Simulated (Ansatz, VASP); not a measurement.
**One calculation of Pd, two programs**

```
CELL_PARAMETERS angstrom
0.00000 1.97155 1.89268
1.97155 0.00000 1.89268
1.97155 1.97155 0.00000
ATOMIC_POSITIONS crystal
Pd 0.00000 0.00000 0.00000
```

Alike in both runs: task single point; functional PBEsol; k mesh 24 × 24 × 24; occupations gaussian, width 0.15 eV; no spin polarisation.

```csv
,VASP,Ansatz
version,VASP 6.6.1,Ansatz 0.2.0
potentials or method,"VASP PAW PBE potentials, release 64 (Pd), cutoff 520 eV","scalar-relativistic, plane waves, PAW"
valence electrons in the cell,10,18
```

|  | VASP | Ansatz | Ansatz less VASP |
| --- | --- | --- | --- |
| gap on the k mesh at the Fermi level (eV) | none | none | - |
| pressure (GPa) | -2.3 | -2.0 | +0.32 |
| traceless stress, the component that is largest in VASP (GPa) | 1.33 | 1.34 | +0.010 |

VASP's potentials were made for PBE, not for PBEsol. A gap of «none» marks a metal or a gap that the smearing closes. VASP's potentials hold 10 valence electrons a cell and Ansatz's 18, so a difference there can come from the potentials and not from the codes.
